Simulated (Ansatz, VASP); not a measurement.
One calculation of Nb, two programs

File INCAR:

```
  PREC = Accurate
  ENCUT = 500
  EDIFF = 1E-6
  ISMEAR = -1
  SIGMA = 0.1
  LREAL = F
  LASPH = T
  NELM = 120
  ALGO = Normal
  ISIF = 2
  LWAVE = F
  LCHARG = F
  GGA = PE
  NBANDS = 12
  GGA_COMPAT = F
```

Contents of KPOINTS:

```
Automatic mesh
0
Gamma
  7 7 7
```

POSCAR

```
Nb
1.0
    0.0000000000      2.1063870000      2.1063870000
    2.1063870000      0.0000000000      2.1063870000
    2.1063870000      2.1063870000      0.0000000000
Nb
1
Direct
    0.0000000000      0.0000000000      0.0000000000
```

Input for Ansatz:

```yaml
crystal:
  lattice:
    - [0.0, 2.106387, 2.106387]
    - [2.106387, 0.0, 2.106387]
    - [2.106387, 2.106387, 0.0]
  atoms:
    - { symbol: Nb, position: [0.0, 0.0, 0.0] }
  symmetry: { tolerance: 0.0003 }
kpoints:
  mp_grid: { grid: [7, 7, 7], shift: [0, 0, 0] }
magnetization:
  spin_polarized: false
scf:
  occupations: { method: fermi_dirac }
  algorithm: density_mixing
hamiltonian:
  pseudopotentials: { kind: paw }
  xc: pbe
basis:
  ecutwfc: 420
output:
  forces: true
  stress: true
  eigenvalues: true
  write_density: true
  write_potential: true
  elf: true
  volumetric_format: npy
```

Alike in both runs: task single point; functional PBE; k mesh 7 × 7 × 7; no spin polarisation.

|  | VASP | Ansatz |
| --- | --- | --- |
| version | VASP 6.6.1 | Ansatz 0.2.0 |
| potentials or method | VASP PAW PBE potentials, release 64 (Nb_sv), cutoff 500 eV | PAW plane waves |
| occupations | fermi-dirac, width 0.1 eV | fermi-dirac |
| valence electrons in the cell | 13 | 13 |

|  | VASP | Ansatz | Ansatz less VASP |
| --- | --- | --- | --- |
| gap on the k mesh at the Fermi level (eV) | none | none | - |
| pressure (GPa) | -0.3 | 0.0 | +0.36 |

A gap of «none» marks a metal or a gap that the smearing closes.

The k mesh is coarse, so the values compare programs but aren't converged.
